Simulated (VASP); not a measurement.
# TaS2 (P-3m1) in VASP: a series of runs

TaS2 is run at these levels: PBE; tasks: electric field gradients.

Program: VASP 6.6.1. These are calculated values, not measurements. Logs are shortened: lines on timing, memory, paths and dates and some standing lists are left out, and cuts for length are marked.

**1. The cell of the first run**

It takes space group P-3m1 (No. 164, trigonal). The conventional cell has a = 3.350 Å, b = 3.350 Å, c = 5.977 Å, α = 90.00°, β = 90.00°, γ = 120.00°. Within 3.2 Å of Ta (site symmetry -3m) lie 6 S at 2.44 Å. S (site symmetry 3m) has 3 Ta at 2.44 Å within 3.2 Å.

**2. Electric field gradients, PBE (zz strain of +2 %)**

Input file INCAR:

```
  PREC = Accurate
  ENCUT = 400
  EDIFF = 1E-8
  ISMEAR = -1
  SIGMA = 0.03
  LREAL = False
  LASPH = True
  NELM = 120
  ALGO = Normal
  ISIF = 2
  LWAVE = False
  LCHARG = False
  GGA = PE
  LEFG = True
  NBANDS = 18
  GGA_COMPAT = False
```

Input file KPOINTS:

```
regular mesh
0
Gamma
  9 9 5
```

Input file POSCAR:

```
TaS2
1.0
    3.3500021206      0.0000000000      0.0000000000
   -1.6750010603      2.9011869392      0.0000000000
    0.0000000000      0.0000000000      5.9772000000
Ta S
1 2
Direct
    0.0000000000      0.0000000000      0.0000000000
    0.3333333333      0.6666666667      0.2500000000
    0.6666666667      0.3333333333      0.7500000000
```

Potentials or basis: VASP PAW PBE potentials, release 64 (Ta_pv, S).

Run with:

```sh
> cat potpaw_PBE.64/Ta_pv/POTCAR potpaw_PBE.64/S/POTCAR > POTCAR
> mpirun -np 1 vasp_std > vasp.out
```

OUTCAR:

```text
PREC = Accurate
   ENCUT = 400
   EDIFF = 1E-8
   ISMEAR = -1
   LREAL = False
   LASPH = True
   NELM = 120
   ISIF = 2
   GGA = PE

 ion  position               nearest neighbor table
   1  0.000  0.000  0.000-   2 2.44   3 2.44   3 2.44   2 2.44   3 2.44   2 2.44
   2  0.333  0.667  0.250-   1 2.44   1 2.44   1 2.44
   3  0.667  0.333  0.750-   1 2.44   1 2.44   1 2.44

  LATTYP: Found a hexagonal cell.
 ALAT       =     3.3500021206
 C/A-ratio  =     1.7842376765

  Lattice vectors:

 A1 = (   3.3500021206,   0.0000000000,   0.0000000000)
 A2 = (  -1.6750010603,   2.9011869392,   0.0000000000)
 A3 = (   0.0000000000,   0.0000000000,   5.9772000000)

Analysis of symmetry for initial positions (statically):
=====================================================================
 Subroutine PRICEL returns:
 Original cell was already a primitive cell.

 Routine SETGRP: Setting up the symmetry group for a
 hexagonal supercell.

 Subroutine GETGRP returns: Found 12 space group operations
 (whereof 12 operations were pure point group operations)
 out of a pool of 24 trial point group operations.

The static configuration has the point symmetry D_3d.

Analysis of symmetry for dynamics (positions and initial velocities):
=====================================================================
 Subroutine PRICEL returns:
 Original cell was already a primitive cell.

 Routine SETGRP: Setting up the symmetry group for a
 hexagonal supercell.

 Subroutine GETGRP returns: Found 12 space group operations
 (whereof 12 operations were pure point group operations)
 out of a pool of 24 trial point group operations.

The dynamic configuration has the point symmetry D_3d.

 Subroutine INISYM returns: Found 12 space group operations
 (whereof 12 operations are pure point group operations),
 and found     1 'primitive' translations

----------------------------------------------------------------------------------------

                                     Primitive cell

  volume of cell :      58.0923

  direct lattice vectors                    reciprocal lattice vectors
     3.350002121  0.000000000  0.000000000     0.298507274  0.172343255  0.000000000
    -1.675001060  2.901186939  0.000000000     0.000000000  0.344686510  0.000000000
     0.000000000  0.000000000  5.977200000     0.000000000  0.000000000  0.167302416

  length of vectors
     3.350002121  3.350002121  5.977200000     0.344686510  0.344686510  0.167302416

  position of ions in fractional coordinates (direct lattice)
     0.000000000  0.000000000  0.000000000
     0.333333333  0.666666667  0.250000000
     0.666666667  0.333333333  0.750000000

  ion indices of the primitive-cell ions
   primitive index   ion index
                 1           1
                 2           2
                 3           3

----------------------------------------------------------------------------------------

 KPOINTS: regular mesh

Automatic generation of k-mesh.
 Grid dimensions read from file:
 generate k-points for:    9    9    5

 Generating k-lattice:

  Cartesian coordinates                     Fractional coordinates (reciprocal lattice)
     0.033167475  0.019149251  0.000000000     0.111111111 -0.000000000  0.000000000
     0.000000000  0.038298501  0.000000000     0.000000000  0.111111111  0.000000000
     0.000000000  0.000000000  0.033460483     0.000000000  0.000000000  0.200000000

  Length of vectors
     0.038298501  0.038298501  0.033460483

  Shift w.r.t. Gamma in fractional coordinates (k-lattice)
     0.000000000  0.000000000  0.000000000

 Subroutine IBZKPT returns following result:
 ===========================================

 Found     50 irreducible k-points:

 Following reciprocal coordinates:
            Coordinates               Weight
  0.000000  0.000000  0.000000      1.000000
  0.111111  0.000000  0.000000      6.000000
  0.222222  0.000000  0.000000      6.000000
  0.333333 -0.000000  0.000000      6.000000
  0.444444  0.000000  0.000000      6.000000
  0.111111  0.111111  0.000000      6.000000
[... 16 lines left out ...]
  0.222222  0.111111  0.200000     12.000000
 -0.111111  0.333333  0.200000     12.000000
 [... further k-points ...]
   k-points           NKPTS =     50   k-points in BZ     NKDIM =     50   number of bands    NBANDS=     18
   number of dos      NEDOS =    301   number of ions     NIONS =      3
   total plane-waves  NPLWV =  23040
   dimension x,y,z NGX =    24 NGY =   24 NGZ =   40
   dimension x,y,z NGXF=    48 NGYF=   48 NGZF=   80
   ions per type =               1   2
   NGX,Y,Z   is equivalent  to a cutoff of  11.91, 11.91, 11.13 a.u.
   NGXF,Y,Z  is equivalent  to a cutoff of  23.82, 23.82, 22.25 a.u.
 SYSTEM =  unknown system
   PREC   = accura    normal or accurate (medium, high low for compatibility)
   ISTART =      0    job   : 0-new  1-cont  2-samecut
   ICHARG =      2    charge: 1-file 2-atom 10-const
   ISPIN  =      1    spin polarized calculation?
   LNONCOLLINEAR =      F non collinear calculations
   LSORBIT =      F    spin-orbit coupling
   LASPH  =      T    aspherical Exc in radial PAW
   ENCUT  =  400.0 eV  29.40 Ry    5.42 a.u.   5.46  5.46  9.75*2*pi/ulx,y,z
   NELM   =    120;   NELMIN=  2; NELMDL= -5     # of ELM steps
   EDIFF  = 0.1E-07   stopping-criterion for ELM
   LREAL  =      F    real-space projection
   EDIFFG = 0.1E-06   stopping-criterion for IOM
   NSW    =      0    number of steps for IOM
   IBRION =     -1    ionic relax: 0-MD 1-quasi-New 2-CG
   NFREE  =      0    steps in history (QN), initial steepest desc. (CG)
   ISIF   =      2    stress and relaxation
   ISYM   =      2    0-nonsym 1-usesym 2-fastsym
   POTIM  = 0.5000    time-step for ionic-motion
   TEBEG  =    0.0;   TEEND  =   0.0 temperature during run
   PSTRESS=    0.0 pullay stress
   NELECT =      23.0000    total number of electrons
   NUPDOWN=      -1.0000    fix difference up-down
   EMIN   =  10.00;   EMAX   =-10.00  energy-range for DOS
   EFERMI =   0.00;   METHOD = LEGACY
   ISMEAR =    -1;   SIGMA  =   0.03  broadening in eV -4-tet -1-fermi 0-gaus
   EFERMI_NEDOS =   21; number of points for ismear=-14 and -15
   IALGO  =     38    algorithm
   IMIX   =      4    mixing-type and parameters
     AMIX     =   0.40;   BMIX     =  1.00
     AMIX_MAG =   1.60;   BMIX_MAG =  1.00
  volume/ion in A,a.u.               =      19.36       130.68
  Fermi-wavevector in a.u.,A,eV,Ry     =   1.202111  2.271660 19.661384  1.445071
  Thomas-Fermi vector in A             =   2.337901
   LORBIT       =      0    0 simple, 1 ext, 2 COOP (PROOUT), +10 PAW based schemes
   GGA     = PE    functional components
   LHFCALC =     F    Hartree Fock is set to
   AEXX    =    0.0000 exact exchange contribution
   IVDW    =     0    specifies the selected vdW correction
   LEPSILON=     F    determine dielectric tensor
   LRPA    =     F    only Hartree local field effects (RPA)
 non-spin polarized calculation
  energy-cutoff  :      400.00
  volume of cell :       58.09
 maximum number of plane-waves:      1087
 NGX is ok and might be reduce to    24
   NGX = 11   NGY = 11   NGZ = 19

 number of electron      23.0000000 magnetization

 Free energy of the ion-electron system (eV)
  ---------------------------------------------------
  ext. energy  EPLUGINS =         0.00000000
  ---------------------------------------------------
  free energy    TOTEN  =       -23.08843414 eV

  energy without entropy =      -23.08309091  energy(sigma->0) =      -23.08576252

 E-fermi :   5.4406     XC(G=0): -10.4160

 val. band max:        5.4335609402   @ k =   0.2222   0.1111   0.0000
 cond. band min:       5.4520116847   @ k =   0.3333   0.1111   0.2000
 fundamental gap:      0.0184507445
 Fermi energy:         5.4406322573

 k-point     1 :       0.0000    0.0000    0.0000
  band No.  band energies     occupation
      1     -29.8326      2.00000
      2     -29.8123      2.00000
      3     -29.8123      2.00000
      4      -9.5696      2.00000
      5      -7.6249      2.00000
      6      -1.4411      2.00000
[... 10 lines left out ...]
     17      10.7659      0.00000
     18      10.8871      0.00000
[... 463 lines left out ...]
 k-point    24 :      -0.1111    0.3333    0.2000
  band No.  band energies     occupation
      1     -29.9916      2.00000
      2     -29.8667      2.00000
      3     -29.7956      2.00000
      4      -8.4042      2.00000
      5      -7.6447      2.00000
      6      -0.3169      2.00000
[... 10 lines left out ...]
     17      12.1049      0.00000
     18      12.9428      0.00000

 [... further k-points ...]

------------------------ aborting loop because EDIFF is reached ----------------------------------------

  FORCE on cell =-STRESS in cart. coord.  units (eV):
  Direction    XX          YY          ZZ          XY          YZ          ZX
  --------------------------------------------------------------------------------------
  -------------------------------------------------------------------------------------
  Total        1.8427510      1.8427510      2.9454405      0.0000000      0.0000000     -0.0000000
  in kB       50.8228088     50.8228088     81.2348257      0.0000000      0.0000000     -0.0000000
  external PRESSURE =      60.9601478 kB  Pullay stress =       0.0000000 kB

 VOLUME and BASIS-vectors are now :
 -----------------------------------------------------------------------------
  energy-cutoff  :      400.00
  volume of cell :       58.09
      direct lattice vectors                 reciprocal lattice vectors
     3.350002121  0.000000000  0.000000000     0.298507274  0.172343255  0.000000000
    -1.675001060  2.901186939  0.000000000     0.000000000  0.344686510  0.000000000
     0.000000000  0.000000000  5.977200000     0.000000000  0.000000000  0.167302416

 POSITION                                       TOTAL-FORCE (eV/Angst)
 -----------------------------------------------------------------------------------
      0.00000      0.00000      0.00000        -0.000000      0.000000      0.000000
     -0.00000      1.93412      1.49430         0.000000      0.000000      0.778706
      1.67500      0.96706      4.48290        -0.000000     -0.000000     -0.778706
 -----------------------------------------------------------------------------------
    total drift:                               -0.000000      0.000000      0.000000

  FREE ENERGIE OF THE ION-ELECTRON SYSTEM (eV)
  ---------------------------------------------------
  free  energy   TOTEN  =       -23.0884341397 eV

  energy  without entropy=      -23.0830909084  energy(sigma->0) =      -23.08576252

 Electric field gradients (V/A^2)
---------------------------------------------------------------------
 ion       V_xx      V_yy      V_zz      V_xy      V_xz      V_yz
---------------------------------------------------------------------
   1      67.745    67.745  -135.490    -0.000    -0.000     0.000
   2       7.000     7.000   -13.999    -0.000    -0.000     0.000
   3       7.000     7.000   -13.999    -0.000    -0.000     0.000
---------------------------------------------------------------------

 Electric field gradients after diagonalization (V/A^2)
 (convention: |V_zz| > |V_xx| > |V_yy|)
----------------------------------------------------------------------
 ion       V_xx      V_yy      V_zz     asymmetry (V_yy - V_xx)/ V_zz
----------------------------------------------------------------------
   1      67.745    67.745  -135.490       0.000
   2       7.000     6.999   -13.999       0.000
   3       7.000     6.999   -13.999       0.000
----------------------------------------------------------------------

           NMR quadrupolar parameters

 Cq : quadrupolar parameter    Cq=e*Q*V_zz/h
 eta: asymmetry parameters     (V_yy - V_xx)/ V_zz
 Q  : nuclear electric quadrupole moment in mb (millibarn)
----------------------------------------------------------------------
 ion       Cq(MHz)       eta       Q (mb)
----------------------------------------------------------------------
   1      -0.328       0.000       1.000
   2      -0.034       0.000       1.000
   3      -0.034       0.000       1.000
----------------------------------------------------------------------
```

It took 65 s on 1 thread of Intel Xeon 8259CL, shared host; peak memory 0.17 GiB.

What came out:

```
Free energy   : -23.0884 eV
Pressure      : 6.1 GPa
Largest force : 0.779 eV/Å
```

Forces on the atoms (eV/Å):
```
Ta   0.000  0.000  0.000
S    0.000  0.000  0.779
S    0.000  0.000 -0.779
```

Levels at points of the mesh, in eV from the Fermi level:
```csv
k point,band 7,band 8,band 9,band 10,band 11,band 12,band 13,band 14,band 15,band 16
"(0.00, 0.00, 0.00)",-4.06,-4.06,-1.42,-0.72,-0.72,0.10,0.10,0.19,4.02,4.02
```

Electric field gradients, principal values (V/Å²):
| atom | least | middle | greatest (by size) |
| --- | --- | --- | --- |
| 1 Ta | 67.745 | 67.745 | -135.490 |
| 2 S | 6.999 | 7.000 | -13.999 |
| 3 S | 6.999 | 7.000 | -13.999 |

Caveat: the cell differs from its parent crystal (zz strain of +2 %); without QUAD_EFG the Cq values of the log hold for a quadrupole moment of 1 mb, not for the nuclei; spin-orbit coupling is left out, which moves the levels of the heavy elements; this functional lacks dispersion, which binds the layers, so the pressure and a relaxed spacing across them are unreliable.

[end of part 1 of 3]
